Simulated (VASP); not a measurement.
# BeGa2C2 in VASP: notebook

The runs below take BeGa2C2 through single point, with PBE.

Program: VASP 6.6.1. These are calculated values, not measurements. Logs are shortened: lines on timing, memory, paths and dates and some standing lists are left out, and cuts for length are marked.

### Step 1. The cell of the first run

It takes space group Amm2 (No. 38, orthorhombic). The conventional cell has a = 8.466 Å, b = 3.014 Å, c = 5.091 Å, α = 90.00°, β = 90.00°, γ = 90.00°. Within 2.4 Å of Be (site symmetry mm2) lie 6 C at 1.84 to 1.85 Å. Ga (site symmetry m) has 1 C at 2.10 Å within 2.8 Å. Within 1.9 Å of C (site symmetry m) lie 1 C at 1.34 Å and 3 Be at 1.84 to 1.85 Å.

### Step 2. Single point, PBE

INCAR reads:

```
SYSTEM = BeGa2C2
PREC = Accurate
ENCUT = 520
EDIFF = 1E-6
ISMEAR = 0
SIGMA = 0.1
LREAL = .False.
LASPH = .True.
NELM = 60
ALGO = Normal
ISIF = 2
LWAVE = .False.
LCHARG = .True.
GGA = PE
LELF = .True.
LVHAR = .True.
NBANDS = 26
```

KPOINTS reads:

```
regular mesh
0
Gamma
  2 6 6
  0 0 0
```

POSCAR reads:

```
BeGa2C2
1.0
    8.4656829823      0.0000000000      0.0000000000
    0.0000000000      1.5072126265      2.5453593493
    0.0000000000     -1.5072126265      2.5453593493
Be Ga C
1 2 2
Direct
    0.0000000000      0.3733617435      0.3733617435
    0.6726147895      0.0330496378      0.0330496378
    0.3273852105      0.0330496378      0.0330496378
    0.0790794035      0.0342737569      0.0342737569
    0.9209205965      0.0342737569      0.0342737569
```

Potentials or basis: VASP PAW PBE potentials, release 64 (Be, Ga_d, C).

On the command line:

```bash
$ cat potpaw_PBE.64/Be/POTCAR potpaw_PBE.64/Ga_d/POTCAR potpaw_PBE.64/C/POTCAR > POTCAR
$ mpirun -np 1 vasp_std > vasp.out
```

OUTCAR:

```text
SYSTEM = BeGa2C2
   PREC = Accurate
   ENCUT = 520
   EDIFF = 1E-6
   ISMEAR = 0
   LREAL = .False.
   LASPH = .True.
   NELM = 60
   ISIF = 2
   GGA = PE

 ion  position               nearest neighbor table
   1  0.000  0.373  0.373-   4 1.84   5 1.84   4 1.84   5 1.84   4 1.85   5 1.85
   2  0.673  0.033  0.033-   5 2.10
   3  0.327  0.033  0.033-   4 2.10
   4  0.079  0.034  0.034-   5 1.34   1 1.84   1 1.84   1 1.85   3 2.10
   5  0.921  0.034  0.034-   4 1.34   1 1.84   1 1.84   1 1.85   2 2.10

  LATTYP: Found a base centered orthorhombic cell.
 ALAT       =     3.0144252530
 B/A-ratio  =     1.6887858452
 C/A-ratio  =     2.8083904134

  Lattice vectors:

 A1 = (   0.0000000000,   1.5072126265,  -2.5453593493)
 A2 = (   0.0000000000,   1.5072126265,   2.5453593493)
 A3 = (   8.4656829823,   0.0000000000,   0.0000000000)

Analysis of symmetry for initial positions (statically):
=====================================================================
 Subroutine PRICEL returns:
 Original cell was already a primitive cell.

 Routine SETGRP: Setting up the symmetry group for a
 base centered orthorhombic supercell.

 Subroutine GETGRP returns: Found  4 space group operations
 (whereof  4 operations were pure point group operations)
 out of a pool of  8 trial point group operations.

The static configuration has the point symmetry C_2v.

Analysis of symmetry for dynamics (positions and initial velocities):
=====================================================================
 Subroutine PRICEL returns:
 Original cell was already a primitive cell.

 Routine SETGRP: Setting up the symmetry group for a
 base centered orthorhombic supercell.

 Subroutine GETGRP returns: Found  4 space group operations
 (whereof  4 operations were pure point group operations)
 out of a pool of  8 trial point group operations.

The dynamic configuration has the point symmetry C_2v.

 Subroutine INISYM returns: Found  4 space group operations
 (whereof  4 operations are pure point group operations),
 and found     1 'primitive' translations

----------------------------------------------------------------------------------------

                                     Primitive cell

  volume of cell :      64.9555

  direct lattice vectors                    reciprocal lattice vectors
     8.465682982  0.000000000  0.000000000     0.118123960  0.000000000  0.000000000
     0.000000000  1.507212627  2.545359349     0.000000000  0.331738198  0.196435918
     0.000000000 -1.507212627  2.545359349     0.000000000 -0.331738198  0.196435918

  length of vectors
     8.465682982  2.958131863  2.958131863     0.118123960  0.385535085  0.385535085

  position of ions in fractional coordinates (direct lattice)
     0.000000000  0.373361743  0.373361743
     0.672614790  0.033049638  0.033049638
     0.327385210  0.033049638  0.033049638
     0.079079404  0.034273757  0.034273757
     0.920920596  0.034273757  0.034273757

  ion indices of the primitive-cell ions
   primitive index   ion index
                 1           1
                 2           2
                 3           3
                 4           4
                 5           5

----------------------------------------------------------------------------------------

 KPOINTS: regular mesh

Automatic generation of k-mesh.
 Grid dimensions read from file:
 generate k-points for:    2    6    6

 Generating k-lattice:

  Cartesian coordinates                     Fractional coordinates (reciprocal lattice)
     0.059061980  0.000000000  0.000000000     0.500000000  0.000000000  0.000000000
     0.000000000  0.055289700  0.032739320     0.000000000  0.166666667 -0.000000000
     0.000000000 -0.055289700  0.032739320     0.000000000 -0.000000000  0.166666667

  Length of vectors
     0.059061980  0.064255847  0.064255847

  Shift w.r.t. Gamma in fractional coordinates (k-lattice)
     0.000000000  0.000000000  0.000000000

 Subroutine IBZKPT returns following result:
 ===========================================

 Found     26 irreducible k-points:

 Following reciprocal coordinates:
            Coordinates               Weight
  0.000000  0.000000  0.000000      1.000000
  0.500000  0.000000  0.000000      1.000000
  0.000000  0.166667  0.000000      4.000000
  0.500000  0.166667  0.000000      4.000000
  0.000000  0.333333  0.000000      4.000000
  0.500000  0.333333  0.000000      4.000000
[... 16 lines left out ...]
  0.000000 -0.333333  0.333333      2.000000
  0.500000 -0.333333  0.333333      2.000000
 [... further k-points ...]
   k-points           NKPTS =     26   k-points in BZ     NKDIM =     26   number of bands    NBANDS=     26
   number of dos      NEDOS =    301   number of ions     NIONS =      5
   total plane-waves  NPLWV =  36864
   dimension x,y,z NGX =    64 NGY =   24 NGZ =   24
   dimension x,y,z NGXF=   128 NGYF=   48 NGZF=   48
   ions per type =               1   2   2
[... 69 lines left out ...]
  band No.  band energies     occupation
      1     -12.3160      2.00000
      2      -9.7113      2.00000
      3      -9.6708      2.00000
      4      -9.6159      2.00000
      5      -9.6092      2.00000
      6      -9.5860      2.00000
[... 18 lines left out ...]
     25      13.7246      0.00000
     26      15.9467      0.00000

 k-point     2 :       0.5000    0.0000    0.0000
  band No.  band energies     occupation
      1     -12.3136      2.00000
      2      -9.7687      2.00000
      3      -9.6186      2.00000
      4      -9.6159      2.00000
      5      -9.6092      2.00000
      6      -9.5861      2.00000
[... 18 lines left out ...]
     25      13.2818      0.00000
     26      16.3365      0.00000

 k-point     3 :       0.0000    0.1667    0.0000
  band No.  band energies     occupation
      1     -12.0595      2.00000
      2      -9.6865      2.00000
      3      -9.6502      2.00000
      4      -9.6159      2.00000
      5      -9.6003      2.00000
      6      -9.5445      2.00000
[... 18 lines left out ...]
     25      14.1950      0.00000
     26      14.5480      0.00000

 k-point     4 :       0.5000    0.1667    0.0000
  band No.  band energies     occupation
      1     -12.0571      2.00000
      2      -9.7417      2.00000
      3      -9.6299      2.00000
      4      -9.6213      2.00000
      5      -9.5642      2.00000
      6      -9.5446      2.00000
[... 18 lines left out ...]
     25      14.4350      0.00000
     26      14.5822      0.00000

 k-point     5 :       0.0000    0.3333    0.0000
  band No.  band energies     occupation
      1     -11.4552      2.00000
      2      -9.7014      2.00000
      3      -9.6820      2.00000
      4      -9.5903      2.00000
      5      -9.5654      2.00000
      6      -9.5368      2.00000
[... 18 lines left out ...]
     25      12.9030      0.00000
     26      14.1580      0.00000

 k-point     6 :       0.5000    0.3333    0.0000
  band No.  band energies     occupation
      1     -11.4523      2.00000
      2      -9.7233      2.00000
      3      -9.6764      2.00000
      4      -9.6170      2.00000
      5      -9.5872      2.00000
      6      -9.5283      2.00000
[... 427 lines left out ...]
 k-point    21 :       0.0000    0.5000    0.3333
  band No.  band energies     occupation
      1     -11.0148      2.00000
      2      -9.6540      2.00000
      3      -9.6370      2.00000
      4      -9.6049      2.00000
      5      -9.5475      2.00000
      6      -9.5413      2.00000
[... 18 lines left out ...]
     25      12.2767      0.00000
     26      13.4011      0.00000

 k-point    22 :       0.5000    0.5000    0.3333
  band No.  band energies     occupation
      1     -11.0104      2.00000
      2      -9.6787      2.00000
      3      -9.6330      2.00000
      4      -9.6033      2.00000
      5      -9.5976      2.00000
      6      -9.5430      2.00000
[... 18 lines left out ...]
     25      12.5309      0.00000
     26      14.2844      0.00000

 k-point    23 :       0.0000   -0.3333    0.3333
  band No.  band energies     occupation
      1     -10.8599      2.00000
      2      -9.5762      2.00000
      3      -9.5753      2.00000
      4      -9.5533      2.00000
      5      -9.5363      2.00000
      6      -9.5346      2.00000
[... 18 lines left out ...]
     25      12.9008      0.00000
     26      13.0139      0.00000

 k-point    24 :       0.5000   -0.3333    0.3333
  band No.  band energies     occupation
      1     -10.8548      2.00000
      2      -9.6358      2.00000
      3      -9.5742      2.00000
      4      -9.5728      2.00000
      5      -9.5366      2.00000
      6      -9.5355      2.00000
[... 18 lines left out ...]
     25      14.4331      0.00000
     26      14.5742      0.00000

 [... further k-points ...]

------------------------ aborting loop because EDIFF is reached ----------------------------------------

  FORCE on cell =-STRESS in cart. coord.  units (eV):
  Direction    XX          YY          ZZ          XY          YZ          ZX
  --------------------------------------------------------------------------------------
  -------------------------------------------------------------------------------------
  Total       -0.0922353     -0.0581168      1.1195131      0.0000000      0.0000000      0.0000000
  in kB       -2.2750556     -1.4334974     27.6136706      0.0000000      0.0000000      0.0000000
  external PRESSURE =       7.9683725 kB  Pullay stress =       0.0000000 kB

 VOLUME and BASIS-vectors are now :
 -----------------------------------------------------------------------------
  energy-cutoff  :      520.00
  volume of cell :       64.96
      direct lattice vectors                 reciprocal lattice vectors
     8.465682982  0.000000000  0.000000000     0.118123960  0.000000000  0.000000000
     0.000000000  1.507212627  2.545359349     0.000000000  0.331738198  0.196435918
     0.000000000 -1.507212627  2.545359349     0.000000000 -0.331738198  0.196435918

 POSITION                                       TOTAL-FORCE (eV/Angst)
 -----------------------------------------------------------------------------------
      0.00000      0.00000      1.90068         0.000000      0.000000     -0.174200
      5.69414      0.00000      0.16825        -0.127442      0.000000      0.001306
      2.77154      0.00000      0.16825         0.127442      0.000000      0.001306
      0.66946      0.00000      0.17448        -0.074757      0.000000      0.085794
      7.79622      0.00000      0.17448         0.074757      0.000000      0.085794
 -----------------------------------------------------------------------------------
    total drift:                                0.000000     -0.000000     -0.000119

  FREE ENERGIE OF THE ION-ELECTRON SYSTEM (eV)
  ---------------------------------------------------
  free  energy   TOTEN  =       -25.5945936530 eV

  energy  without entropy=      -25.5867274117  energy(sigma->0) =      -25.59066053
```

It took 89 s on 1 thread of Intel Xeon 8259CL, shared host; peak memory 0.2 GiB.

Results:

```yaml
Free_energy: -25.5946 eV
Pressure: 0.8 GPa
Largest_force: 0.174 eV/Å
Band_gap_on_the_k_mesh: zero (bands 18 and 19 overlap by 3.29 eV)
```

Forces in eV/Å, atoms in the order of the input:
```
Be   0.000  0.000 -0.174
Ga  -0.127  0.000  0.001
Ga   0.127  0.000  0.001
C   -0.075  0.000  0.086
C    0.075  0.000  0.086
```

Stress tensor (GPa, compression positive):
```
-0.23  0.00  0.00
 0.00 -0.14  0.00
 0.00  0.00  2.76
```

Levels at points of the mesh, in eV from the Fermi level:
```csv
k point,band 15,band 16,band 17,band 18,band 19,band 20,band 21,band 22
"(0.00, 0.00, 0.00)",-5.05,-3.48,-3.13,2.57,4.02,4.24,5.52,7.01
"(0.50, 0.00, 0.00)",-3.48,-3.13,-2.97,1.01,4.02,4.23,6.24,7.90
"(0.00, 0.50, 0.00)",-4.82,-3.35,-2.41,-2.32,-0.44,0.51,2.93,5.62
"(0.50, 0.50, 0.00)",-4.82,-3.74,-3.08,-1.12,-0.73,0.62,2.90,5.12
"(0.00, 0.50, 0.50)",-5.20,-3.22,-2.31,-2.12,-0.16,0.62,2.62,5.32
"(0.50, 0.50, 0.50)",-5.20,-3.62,-2.83,-1.03,-0.60,0.86,2.58,5.32
```

Caveat: the k points lie up to 0.40 Å⁻¹ apart, too coarse for converged energies and pressures of a metal.

### Step 3. Single point, PBE

INCAR reads:

```
ALGO = Normal
EDIFF = 1E-6
ENCUT = 520
GGA = PE
ISIF = 2
ISMEAR = 0
LASPH = True
LCHARG = False
LREAL = False
LWAVE = False
NBANDS = 26
NELM = 100
PREC = Accurate
SIGMA = 0.1
```

KPOINTS reads:

```
k-points
0
Gamma
  6 14 14
```

POSCAR reads:

```
BeGa2C2
1.0
    8.4211424557      0.0000000000      0.0000000000
    0.0000000000      1.4920777495      2.5825997507
    0.0000000000     -1.4920777495      2.5825997507
Be Ga C
1 2 2
Direct
    0.0000000000      0.3684306739      0.3684306739
    0.6739174569      0.0347862426      0.0347862426
    0.3260825431      0.0347862426      0.0347862426
    0.0796189696      0.0350026869      0.0350026869
    0.9203810304      0.0350026869      0.0350026869
```

Potentials or basis: VASP PAW PBE potentials, release 64 (Be, Ga_d, C).

On the command line:

```bash
$ cat potpaw_PBE.64/Be/POTCAR potpaw_PBE.64/Ga_d/POTCAR potpaw_PBE.64/C/POTCAR > POTCAR
$ mpirun -np 1 vasp_std > vasp.out
```

Run time: 9.5 min. Hardware: 1 thread of Intel Xeon 8259CL, shared host; peak memory 0.45 GiB.

It converged, with:

| Item | Value |
| --- | --- |
| Free energy | -25.6062 eV |
| Pressure | 0.2 GPa |
| Largest force | 0.105 eV/Å |
| Band gap on the k mesh | zero (bands 18 and 19 overlap by 3.99 eV) |

Forces on the atoms (eV/Å):
```
Be   0.000  0.000 -0.001
Ga  -0.003  0.000  0.000
Ga   0.003  0.000  0.000
C    0.105  0.000  0.000
C   -0.105  0.000  0.000
```

Stress tensor (GPa, compression positive):
```
0.42 0.00 0.00
0.00 0.12 0.00
0.00 0.00 0.16
```

Levels at points of the mesh, in eV from the Fermi level:
```csv
k point,band 16,band 17,band 18,band 19,band 20,band 21
"(0.00, 0.00, 0.00)",-3.23,-3.22,2.71,4.14,4.14,5.62
"(0.50, 0.00, 0.00)",-3.22,-2.92,1.12,4.13,4.13,6.31
"(0.00, 0.50, 0.00)",-3.33,-2.44,-2.32,-0.36,0.60,2.83
"(0.50, 0.50, 0.00)",-3.75,-3.07,-1.13,-0.64,0.70,2.79
"(0.00, 0.50, 0.50)",-3.33,-2.43,-2.31,-0.35,0.60,2.82
"(0.50, 0.50, 0.50)",-3.75,-3.06,-1.13,-0.64,0.71,2.78
```

### Step 4. Single point, PBE

This run uses another cell than the first one: it holds 10 atoms, not 5.

INCAR reads:

```
  PREC = Accurate
  ENCUT = 520
  EDIFF = 1E-6
  ISMEAR = 0
  SIGMA = 0.2
  LREAL = False
  LASPH = True
  NELM = 60
  ALGO = Normal
  ISIF = 2
  LWAVE = False
  LCHARG = False
  GGA = PE
  NBANDS = 47
```

KPOINTS reads:

```
Automatic mesh
0
Gamma
  8 4 4
```

POSCAR reads:

```
BeGa2C2
1.0
   -1.5051904424     -2.6117242360     -0.0076061035
    4.4213377128     -2.5233281763      0.0021476000
    0.0000794553      0.0310666357      8.4656259789
Be Ga C
2 4 4
Direct
    0.5512519755      0.1779438441      0.0000244950
    0.0513105001      0.6778951444      0.0000266012
    1.0442386855      0.0182400957      0.6726415249
    0.5440572074      0.5182231043      0.6726391502
    1.0536273841      0.0201536113      0.3273520551
    0.5541788463      0.5201598491      0.3273530045
    0.5516532842      0.5170115008      0.0791128628
    0.0515995205      0.0170034611      0.0790970403
    0.5490567913      0.5166987767      0.9208771445
    0.0490258049      0.0166706125      0.9208761212
```

On the command line:

```bash
$ cat potpaw_PBE.64/Be/POTCAR potpaw_PBE.64/Ga_d/POTCAR potpaw_PBE.64/C/POTCAR > POTCAR
$ mpirun -np 1 vasp_std > vasp.out
```

Wall time 14 min (1 thread of Intel Xeon 8259CL, shared host); peak memory 0.45 GiB.

It converged, with:

```
Free energy            : -51.1647 eV
Pressure               : 0.3 GPa
Largest force          : 0.106 eV/Å
Band gap on the k mesh : zero (bands 36 and 37 overlap by 2.24 eV)
```

Forces in eV/Å, atoms in the order of the input:
```
Be  -0.003  0.001 -0.001
Be   0.000  0.001 -0.001
Ga   0.000  0.000  0.001
Ga   0.000  0.000  0.001
Ga  -0.001 -0.001 -0.002
Ga   0.000  0.000 -0.001
C    0.002  0.000  0.102
C    0.002  0.000  0.105
C   -0.001 -0.001 -0.101
C    0.000 -0.001 -0.104
```

Stress tensor (GPa, compression positive):
```
-0.01 -0.03 -0.02
-0.03  0.31 -0.08
-0.02 -0.08  0.48
```

Levels at points of the mesh, in eV from the Fermi level:
```csv
k point,band 32,band 33,band 34,band 35,band 36,band 37,band 38,band 39,band 40,band 41
"(0.00, 0.00, 0.00)",-3.40,-3.25,-2.57,-2.37,-0.41,0.41,2.36,2.49,3.91,4.10
"(0.50, 0.00, 0.00)",-3.21,-2.46,-2.46,-1.29,-1.29,0.46,0.46,0.50,0.50,1.74
"(0.00, 0.50, 0.00)",-4.30,-4.09,-4.09,0.45,0.45,2.70,2.70,3.14,3.14,4.77
"(0.50, 0.50, 0.00)",-3.51,-2.68,-2.66,-2.58,-2.55,-0.71,-0.66,0.30,0.32,2.77
"(0.00, 0.00, 0.50)",-3.25,-3.17,-3.09,-1.28,-0.80,0.63,0.79,2.45,3.90,4.10
"(0.50, 0.00, 0.50)",-4.21,-1.93,-1.93,-1.21,-1.21,0.11,0.11,1.42,1.42,2.83
"(0.00, 0.50, 0.50)",-4.54,-2.29,-2.29,0.39,0.39,2.02,2.02,3.12,3.12,4.77
"(0.50, 0.50, 0.50)",-3.93,-3.37,-3.32,-1.37,-1.35,-0.93,-0.91,0.36,0.41,2.73
```

### Step 5. Summary

| cell | k mesh | smearing | gap on the mesh (eV) | pressure (GPa) | largest force (eV/Å) |
| --- | --- | --- | --- | --- | --- |
| a = 8.466, b = 2.958, c = 2.958 Å, angles 61.3, 90.0, 90.0°, 5 atoms, atomic positions A | 2 × 6 × 6 | gaussian 0.1 eV | none | 0.8 | 0.17 |
| a = 8.421, b = 2.983, c = 2.983 Å, angles 60.0, 90.0, 90.0°, 5 atoms, atomic positions B | 6 × 14 × 14 | gaussian 0.1 eV | none | 0.2 | 0.10 |
| a = 3.014, b = 5.091, c = 8.466 Å, angles 90.1, 90.3, 90.2°, 10 atoms, atomic positions C | 8 × 4 × 4 | gaussian 0.2 eV | none | 0.3 | 0.11 |

Alike in all rows: task single point; level PBE; potentials or basis VASP PAW PBE potentials, release 64 (Be, Ga_d, C); no spin polarisation; cutoff (eV) 520.

Caveats: some runs use coarse meshes.

Total energies depend on the potentials used, so only differences within one code and one set of settings carry meaning.
